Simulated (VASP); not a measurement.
# Zr2F3 (Pmmm) in VASP: further runs

The runs below take Zr2F3 through single point, relaxation of cell and atoms, with PBE.

All numbers are computed with VASP 6.6.1; they aren't measurements. Logs are shortened: lines on timing, memory, paths and dates and some standing lists are left out, and cuts for length are marked.

### Step 1. The cell of the first run

It takes space group Pmmm (No. 47, orthorhombic). The conventional cell has a = 2.940 Å, b = 5.041 Å, c = 7.623 Å, α = 90.00°, β = 90.00°, γ = 90.00°. Within 2.8 Å of Zr (site symmetry mm2) lie 3 F at 2.09 to 2.12 Å. Within 2.8 Å of F (site symmetry m2m) lie 2 Zr at 2.12 Å and 2 F at 2.48 to 2.56 Å. F (site symmetry mmm) has 2 Zr at 2.09 Å within 2.8 Å.

The cell was built from a structure type or drawn by symmetry, and may not be a known phase.

### Step 2. Single point, PBE

INCAR

```
PREC = Accurate ; ENCUT = 520
EDIFF = 1E-7 ; ISMEAR = 0
SIGMA = 0.1 ; LREAL = F
LASPH = T ; NELM = 60
ALGO = Normal ; ISIF = 2
LWAVE = F ; LCHARG = F
GGA = PE ; NBANDS = 30
```

KPOINTS

```
Automatic mesh
0
Gamma
  6 4 2
```

POSCAR

```
Zr2F3
1.0
    2.9396362523      0.0000000000      0.0000000000
    0.0000000000      5.0413508038      0.0000000000
    0.0000000000      0.0000000000      7.6227417902
Zr F
2 3
Direct
    0.5000000000      0.0000000000      0.7748218004
    0.5000000000      0.0000000000      0.2251781996
    0.5000000000      0.7542428131      0.0000000000
    0.5000000000      0.2457571869      0.0000000000
    0.5000000000      0.0000000000      0.5000000000
```

Potentials or basis: VASP PAW PBE potentials, release 64 (Zr_sv, F).

Run with:

```console
$ cat potpaw_PBE.64/Zr_sv/POTCAR potpaw_PBE.64/F/POTCAR > POTCAR
$ mpirun -np 1 vasp_std > vasp.out
```

OUTCAR:

```text
PREC = Accurate
   ENCUT = 520
   EDIFF = 1E-7
   ISMEAR = 0
   LREAL = F
   LASPH = T
   NELM = 60
   ISIF = 2
   GGA = PE

 ion  position               nearest neighbor table
   1  0.500  0.000  0.775-   5 2.09   4 2.12   3 2.12   2 3.43
   2  0.500  0.000  0.225-   5 2.09   4 2.12   3 2.12   1 3.43
   3  0.500  0.754  0.000-   1 2.12   2 2.12
   4  0.500  0.246  0.000-   1 2.12   2 2.12
   5  0.500  0.000  0.500-   1 2.09   2 2.09

  LATTYP: Found a simple orthorhombic cell.
 ALAT       =     2.9396362523
 B/A-ratio  =     1.7149573522
 C/A-ratio  =     2.5930901431

  Lattice vectors:

 A1 = (   2.9396362523,   0.0000000000,   0.0000000000)
 A2 = (   0.0000000000,   5.0413508038,   0.0000000000)
 A3 = (   0.0000000000,   0.0000000000,   7.6227417902)

Analysis of symmetry for initial positions (statically):
=====================================================================
 Subroutine PRICEL returns:
 Original cell was already a primitive cell.

 Routine SETGRP: Setting up the symmetry group for a
 simple orthorhombic supercell.

 Subroutine GETGRP returns: Found  8 space group operations
 (whereof  8 operations were pure point group operations)
 out of a pool of  8 trial point group operations.

The static configuration has the point symmetry D_2h.

Analysis of symmetry for dynamics (positions and initial velocities):
=====================================================================
 Subroutine PRICEL returns:
 Original cell was already a primitive cell.

 Routine SETGRP: Setting up the symmetry group for a
 simple orthorhombic supercell.

 Subroutine GETGRP returns: Found  8 space group operations
 (whereof  8 operations were pure point group operations)
 out of a pool of  8 trial point group operations.

The dynamic configuration has the point symmetry D_2h.

 Subroutine INISYM returns: Found  8 space group operations
 (whereof  8 operations are pure point group operations),
 and found     1 'primitive' translations

----------------------------------------------------------------------------------------

                                     Primitive cell

  volume of cell :     112.9670

  direct lattice vectors                    reciprocal lattice vectors
     2.939636252  0.000000000  0.000000000     0.340178143  0.000000000  0.000000000
     0.000000000  5.041350804  0.000000000     0.000000000  0.198359535  0.000000000
     0.000000000  0.000000000  7.622741790     0.000000000  0.000000000  0.131186393

  length of vectors
     2.939636252  5.041350804  7.622741790     0.340178143  0.198359535  0.131186393

  position of ions in fractional coordinates (direct lattice)
     0.500000000  0.000000000  0.774821800
     0.500000000  0.000000000  0.225178200
     0.500000000  0.754242813  0.000000000
     0.500000000  0.245757187  0.000000000
     0.500000000  0.000000000  0.500000000

  ion indices of the primitive-cell ions
   primitive index   ion index
                 1           1
                 2           2
                 3           3
                 4           4
                 5           5

----------------------------------------------------------------------------------------

 KPOINTS: Automatic mesh

Automatic generation of k-mesh.
 Grid dimensions read from file:
 generate k-points for:    6    4    2

 Generating k-lattice:

  Cartesian coordinates                     Fractional coordinates (reciprocal lattice)
     0.056696357  0.000000000  0.000000000     0.166666667  0.000000000  0.000000000
     0.000000000  0.049589884  0.000000000     0.000000000  0.250000000  0.000000000
     0.000000000  0.000000000  0.065593196     0.000000000  0.000000000  0.500000000

  Length of vectors
     0.056696357  0.049589884  0.065593196

  Shift w.r.t. Gamma in fractional coordinates (k-lattice)
     0.000000000  0.000000000  0.000000000

 Subroutine IBZKPT returns following result:
 ===========================================

 Found     24 irreducible k-points:

 Following reciprocal coordinates:
            Coordinates               Weight
  0.000000  0.000000  0.000000      1.000000
  0.166667  0.000000  0.000000      2.000000
  0.333333  0.000000  0.000000      2.000000
  0.500000  0.000000  0.000000      1.000000
  0.000000  0.250000  0.000000      2.000000
  0.166667  0.250000  0.000000      4.000000
[... 16 lines left out ...]
  0.333333  0.500000  0.500000      2.000000
  0.500000  0.500000  0.500000      1.000000
   k-points           NKPTS =     24   k-points in BZ     NKDIM =     24   number of bands    NBANDS=     30
   number of dos      NEDOS =    301   number of ions     NIONS =      5
   total plane-waves  NPLWV =  57600
   dimension x,y,z NGX =    24 NGY =   40 NGZ =   60
   dimension x,y,z NGXF=    48 NGYF=   80 NGZF=  120
   ions per type =               2   3
   NGX,Y,Z   is equivalent  to a cutoff of  13.57, 13.19, 13.09 a.u.
   NGXF,Y,Z  is equivalent  to a cutoff of  27.15, 26.38, 26.17 a.u.
 SYSTEM =  unknown system
   PREC   = accura    normal or accurate (medium, high low for compatibility)
   ISTART =      0    job   : 0-new  1-cont  2-samecut
   ICHARG =      2    charge: 1-file 2-atom 10-const
   ISPIN  =      1    spin polarized calculation?
   LNONCOLLINEAR =      F non collinear calculations
   LSORBIT =      F    spin-orbit coupling
   LASPH  =      T    aspherical Exc in radial PAW
   ENCUT  =  520.0 eV  38.22 Ry    6.18 a.u.   5.47  9.37 14.17*2*pi/ulx,y,z
   NELM   =     60;   NELMIN=  2; NELMDL= -5     # of ELM steps
   EDIFF  = 0.1E-06   stopping-criterion for ELM
   LREAL  =      F    real-space projection
   EDIFFG = 0.1E-05   stopping-criterion for IOM
   NSW    =      0    number of steps for IOM
   IBRION =     -1    ionic relax: 0-MD 1-quasi-New 2-CG
   NFREE  =      0    steps in history (QN), initial steepest desc. (CG)
   ISIF   =      2    stress and relaxation
   ISYM   =      2    0-nonsym 1-usesym 2-fastsym
   POTIM  = 0.5000    time-step for ionic-motion
   TEBEG  =    0.0;   TEEND  =   0.0 temperature during run
   PSTRESS=    0.0 pullay stress
   NELECT =      45.0000    total number of electrons
   NUPDOWN=      -1.0000    fix difference up-down
   EMIN   =  10.00;   EMAX   =-10.00  energy-range for DOS
   EFERMI =   0.00;   METHOD = LEGACY
   ISMEAR =     0;   SIGMA  =   0.10  broadening in eV -4-tet -1-fermi 0-gaus
   EFERMI_NEDOS =   21; number of points for ismear=-14 and -15
   IALGO  =     38    algorithm
   IMIX   =      4    mixing-type and parameters
     AMIX     =   0.40;   BMIX     =  1.00
     AMIX_MAG =   1.60;   BMIX_MAG =  1.00
  volume/ion in A,a.u.               =      22.59       152.47
  Fermi-wavevector in a.u.,A,eV,Ry     =   1.204560  2.276288 19.741574  1.450965
  Thomas-Fermi vector in A             =   2.340282
   LORBIT       =      0    0 simple, 1 ext, 2 COOP (PROOUT), +10 PAW based schemes
   GGA     = PE    functional components
   LHFCALC =     F    Hartree Fock is set to
   AEXX    =    0.0000 exact exchange contribution
   IVDW    =     0    specifies the selected vdW correction
   LEPSILON=     F    determine dielectric tensor
   LRPA    =     F    only Hartree local field effects (RPA)
 non-spin polarized calculation
 Gauss-broadening in eV      SIGMA  =   0.10
  energy-cutoff  :      520.00
  volume of cell :      112.97
 maximum number of plane-waves:      3076
 NGX is ok and might be reduce to    24
   NGX = 11   NGY = 19   NGZ = 29

 number of electron      45.0000009 magnetization

 Free energy of the ion-electron system (eV)
  ---------------------------------------------------
  ext. energy  EPLUGINS =         0.00000000
  ---------------------------------------------------
  free energy    TOTEN  =       -32.66990449 eV

  energy without entropy =      -32.64364753  energy(sigma->0) =      -32.65677601

 E-fermi :   3.8718     XC(G=0):  -8.2770

 val. band max:        3.8058056328   @ k =   0.3333   0.0000   0.5000
 cond. band min:       3.8862087442   @ k =   0.1667   0.0000   0.5000
 fundamental gap:      0.0804031114
 Fermi energy:         3.8718295080

 k-point     1 :       0.0000    0.0000    0.0000
  band No.  band energies     occupation
      1     -46.2289      2.00000
      2     -46.2074      2.00000
      3     -25.7259      2.00000
      4     -24.6882      2.00000
      5     -24.5549      2.00000
      6     -24.3358      2.00000
[... 22 lines left out ...]
     29       6.8432      0.00000
     30       7.0451      0.00000

 k-point     2 :       0.1667    0.0000    0.0000
  band No.  band energies     occupation
      1     -46.1998      2.00000
      2     -46.1785      2.00000
      3     -25.6888      2.00000
      4     -24.6563      2.00000
      5     -24.5273      2.00000
      6     -24.3068      2.00000
[... 22 lines left out ...]
     29       6.4223      0.00000
     30       6.5103      0.00000

 k-point     3 :       0.3333    0.0000    0.0000
  band No.  band energies     occupation
      1     -46.1408      2.00000
      2     -46.1198      2.00000
      3     -25.6136      2.00000
      4     -24.5918      2.00000
      5     -24.4714      2.00000
      6     -24.2483      2.00000
[... 22 lines left out ...]
     29       6.7197      0.00000
     30       6.7461      0.00000

 k-point     4 :       0.5000    0.0000    0.0000
  band No.  band energies     occupation
      1     -46.1109      2.00000
      2     -46.0902      2.00000
      3     -25.5755      2.00000
      4     -24.5591      2.00000
      5     -24.4432      2.00000
      6     -24.4377      2.00000
[... 616 lines left out ...]
     29       5.9531      0.00000
     30       6.0872      0.00000

 k-point    23 :       0.3333    0.5000    0.5000
  band No.  band energies     occupation
      1     -46.1378      2.00000
      2     -46.1228      2.00000
      3     -25.2167      2.00000
      4     -25.0772      2.00000
      5     -24.6064      2.00000
      6     -24.2536      2.00000
[... 22 lines left out ...]
     29       5.9944      0.00000
     30       6.3248      0.00000

 k-point    24 :       0.5000    0.5000    0.5000
  band No.  band energies     occupation
      1     -46.1080      2.00000
      2     -46.0931      2.00000
      3     -25.1809      2.00000
      4     -25.0433      2.00000
      5     -24.5731      2.00000
      6     -24.4331      2.00000
[... 22 lines left out ...]
     29       8.0619      0.00000
     30       8.2698      0.00000

------------------------ aborting loop because EDIFF is reached ----------------------------------------

  FORCE on cell =-STRESS in cart. coord.  units (eV):
  Direction    XX          YY          ZZ          XY          YZ          ZX
  --------------------------------------------------------------------------------------
  -------------------------------------------------------------------------------------
  Total       -0.2801924      0.1842932      0.1302809     -0.0000000      0.0000000      0.0000000
  in kB       -3.9738843      2.6137748      1.8477351     -0.0000000      0.0000000      0.0000000
  external PRESSURE =       0.1625419 kB  Pullay stress =       0.0000000 kB

 VOLUME and BASIS-vectors are now :
 -----------------------------------------------------------------------------
  energy-cutoff  :      520.00
  volume of cell :      112.97
      direct lattice vectors                 reciprocal lattice vectors
     2.939636252  0.000000000  0.000000000     0.340178143  0.000000000  0.000000000
     0.000000000  5.041350804  0.000000000     0.000000000  0.198359535  0.000000000
     0.000000000  0.000000000  7.622741790     0.000000000  0.000000000  0.131186393

 POSITION                                       TOTAL-FORCE (eV/Angst)
 -----------------------------------------------------------------------------------
      1.46982      0.00000      5.90627         0.000000      0.000000     -0.037120
      1.46982      0.00000      1.71648         0.000000      0.000000      0.037120
      1.46982      3.80240      0.00000         0.000000     -0.053815     -0.000000
      1.46982      1.23895      0.00000         0.000000      0.053815      0.000000
      1.46982      0.00000      3.81137         0.000000      0.000000      0.000000
 -----------------------------------------------------------------------------------
    total drift:                                0.000000     -0.000000     -0.000000

  FREE ENERGIE OF THE ION-ELECTRON SYSTEM (eV)
  ---------------------------------------------------
  free  energy   TOTEN  =       -32.6699044932 eV

  energy  without entropy=      -32.6436475260  energy(sigma->0) =      -32.65677601
```

Wall time 34 s (1 thread of Intel Xeon 6975P-C (Granite Rapids), shared host); peak memory 0.25 GiB.

What came out:

```yaml
Free_energy: -32.6699 eV
Pressure: 0.0 GPa
Largest_force: 0.054 eV/Å
Band_gap_on_the_k_mesh: zero (an odd number of electrons rules out a gap without spin polarisation)
```

Forces on the atoms (eV/Å):
```
Zr   0.000  0.000 -0.037
Zr   0.000  0.000  0.037
F    0.000 -0.054  0.000
F    0.000  0.054  0.000
F    0.000  0.000  0.000
```

Stress tensor (GPa, compression positive):
```
-0.40  0.00  0.00
 0.00  0.26  0.00
 0.00  0.00  0.18
```

Levels at points of the mesh, in eV from the Fermi level:
```tsv
k point	band 19	band 20	band 21	band 22	band 23	band 24	band 25	band 26
(0.00, 0.00, 0.00)	-5.88	-5.77	-3.02	-2.48	-0.83	0.22	2.06	2.23
(0.50, 0.00, 0.00)	-7.05	-5.69	-0.92	-0.53	-0.50	0.10	1.05	1.69
(0.00, 0.50, 0.00)	-6.17	-6.01	-2.79	-2.36	0.48	0.69	0.72	1.37
(0.50, 0.50, 0.00)	-7.07	-6.66	-1.19	-0.77	-0.51	0.21	1.74	2.28
(0.00, 0.00, 0.50)	-5.88	-5.81	-2.82	-2.71	-0.39	-0.31	1.69	2.25
(0.50, 0.00, 0.50)	-7.05	-5.71	-1.01	-0.53	-0.40	0.21	1.30	1.31
(0.00, 0.50, 0.50)	-6.20	-6.01	-2.68	-2.50	0.29	0.91	1.02	1.07
(0.50, 0.50, 0.50)	-6.80	-6.72	-1.32	-0.61	-0.44	0.24	1.91	1.93
```

Caveat: the k points lie up to 0.41 Å⁻¹ apart, too coarse for converged energies and pressures of a metal; an odd number of electrons without spin polarisation forces a metal; a magnetic or distorted state may lie lower.

### Step 3. Single point, PBE

This run uses another cell than the first one, of 23.73 Å³/atom.

INCAR

```
PREC = Accurate ; ENCUT = 520
EDIFF = 1E-6 ; ISMEAR = 0
SIGMA = 0.1 ; LREAL = F
LASPH = T ; NELM = 100
ALGO = Normal ; ISIF = 2
LWAVE = F ; LCHARG = F
GGA = PE ; NBANDS = 30
```

KPOINTS

```
regular mesh
0
Gamma
  6 4 4
```

POSCAR

```
Zr2F3
1.0
    4.9556196556      0.0000000000      0.0000000000
    0.0000000000      3.1519066907      0.0000000000
    0.0000000000      0.0000000000      7.5946639516
Zr F
2 3
Direct
    0.0000000000      0.5000000000      0.7751258153
    0.0000000000      0.5000000000      0.2248741847
    0.7523140306      0.5000000000      0.0000000000
    0.2476859694      0.5000000000      0.0000000000
    0.0000000000      0.5000000000      0.5000000000
```

Potentials or basis: VASP PAW PBE potentials, release 64 (Zr_sv, F).

Run with:

```console
$ cat potpaw_PBE.64/Zr_sv/POTCAR potpaw_PBE.64/F/POTCAR > POTCAR
$ mpirun -np 1 vasp_std > vasp.out
```

Wall time 46 s (1 thread of Intel Xeon 6975P-C (Granite Rapids), shared host); peak memory 0.27 GiB.

It converged, with:

```
Free energy            : -32.2297 eV
Pressure               : 0.1 GPa
Largest force          : 0.036 eV/Å
Band gap on the k mesh : zero (an odd number of electrons rules out a gap without spin polarisation)
```

Forces on the atoms (eV/Å):
```
Zr   0.000  0.000 -0.036
Zr   0.000  0.000  0.036
F   -0.026  0.000  0.000
F    0.026  0.000  0.000
F    0.000  0.000  0.000
```

Stress tensor (GPa, compression positive):
```
 0.06  0.00  0.00
 0.00 -0.16  0.00
 0.00  0.00  0.34
```

Levels at points of the mesh, in eV from the Fermi level:
```csv
k point,band 20,band 21,band 22,band 23,band 24,band 25,band 26,band 27
"(0.00, 0.00, 0.00)",-5.82,-2.80,-2.14,-0.69,0.27,2.16,2.18,2.28
"(0.50, 0.00, 0.00)",-6.39,-2.51,-1.97,0.59,0.77,0.80,1.41,2.12
"(0.00, 0.50, 0.00)",-5.77,-0.57,-0.18,-0.09,0.40,0.64,1.31,2.54
"(0.50, 0.50, 0.00)",-6.87,-0.90,-0.53,-0.06,0.52,1.43,1.97,2.36
"(0.00, 0.00, 0.50)",-5.86,-2.57,-2.43,-0.25,-0.24,1.74,2.16,2.29
"(0.50, 0.00, 0.50)",-6.39,-2.37,-2.14,0.41,0.97,1.08,1.10,2.10
"(0.00, 0.50, 0.50)",-5.81,-0.66,-0.16,-0.08,0.57,0.89,0.92,2.24
"(0.50, 0.50, 0.50)",-6.90,-1.05,-0.36,-0.06,0.62,1.59,1.63,2.06
```

Caveat: the k points lie up to 0.50 Å⁻¹ apart, too coarse for converged energies and pressures of a metal; an odd number of electrons without spin polarisation forces a metal; a magnetic or distorted state may lie lower.

### Step 4. Single point, PBE

This run uses another cell than the first one, of 16.75 Å³/atom.

INCAR

```
SYSTEM = Zr2F3
ALGO = Normal ; EDIFF = 1E-7
ENCUT = 520 ; GGA = PE
ISIF = 2 ; ISMEAR = 0
LASPH = .True. ; LCHARG = .False.
LREAL = .False. ; LWAVE = .False.
NBANDS = 30 ; NELM = 100
PREC = Accurate ; SIGMA = 0.1
```

KPOINTS

```
k-points
0
Gamma
  6 4 4
  0 0 0
```

POSCAR

```
Zr2F3
1.0
    3.4688894300      0.0000000000      0.0000000000
    0.0000000000      3.9149010200      0.0000000000
    0.0000000000      0.0000000000      6.1672582000
Zr F
2 3
Direct
    0.0000000000      0.5000000000      0.7335414300
    0.0000000000      0.5000000000      0.2664585700
    0.6792379400      0.5000000000      0.0000000000
    0.3207620600      0.5000000000      0.0000000000
    0.0000000000      0.5000000000      0.5000000000
```

Run with:

```console
$ cat potpaw_PBE.64/Zr_sv/POTCAR potpaw_PBE.64/F/POTCAR > POTCAR
$ mpirun -np 1 vasp_std > vasp.out
```

It took 50 s on 1 thread of Intel Xeon 6975P-C (Granite Rapids), shared host; peak memory 0.23 GiB.

The run converged. Its results:

```
Free energy            : -0.5999 eV
Pressure               : 130.3 GPa
Largest force          : 38.606 eV/Å
Band gap on the k mesh : zero (an odd number of electrons rules out a gap without spin polarisation)
```

Forces on the atoms (eV/Å):
```
Zr    0.000   0.000  38.606
Zr    0.000   0.000 -38.606
F    31.061   0.000   0.000
F   -31.061   0.000   0.000
F     0.000   0.000   0.000
```

Stress tensor (GPa, compression positive):
```
105.06   0.00   0.00
  0.00 -11.86   0.00
  0.00   0.00 297.75
```

Levels at points of the mesh, in eV from the Fermi level:
```
           k point  band 19  band 20  band 21  band 22  band 23  band 24  band 25  band 26  band 27  band 28
(0.00, 0.00, 0.00)    -7.46    -4.56    -1.94    -0.70     0.16     0.87     0.94     1.87     1.87     2.00
(0.50, 0.00, 0.00)    -7.19    -2.47    -2.14    -0.07     0.15     0.16     0.46     1.10     1.87     3.27
(0.00, 0.50, 0.00)    -7.54    -3.06    -0.55     0.37     0.40     0.87     1.20     1.41     1.48     1.60
(0.50, 0.50, 0.00)    -7.18    -2.42    -1.63    -0.81     0.71     1.94     2.11     2.11     2.17     2.82
(0.00, 0.00, 0.50)    -7.46    -4.12    -2.19    -1.15    -0.96     0.55     0.84     1.53     2.38     2.86
(0.50, 0.00, 0.50)    -7.96    -1.94    -1.71    -0.49    -0.27     0.17     0.96     1.41     1.51     1.97
(0.00, 0.50, 0.50)    -7.54    -2.50    -0.86    -0.33    -0.21     0.56     0.87     1.71     1.85     1.92
(0.50, 0.50, 0.50)    -7.96    -1.94    -1.69    -0.42     0.69     1.74     1.99     2.25     2.59     2.71
```

Caveat: the k points lie up to 0.40 Å⁻¹ apart, too coarse for converged energies and pressures of a metal; the standard files for N, O and F lose accuracy on very short bonds; atoms lie so close that the PAW spheres overlap strongly, which falsifies energies and pressures; an odd number of electrons without spin polarisation forces a metal; a magnetic or distorted state may lie lower.

(Part 1 of 2 ends here.)
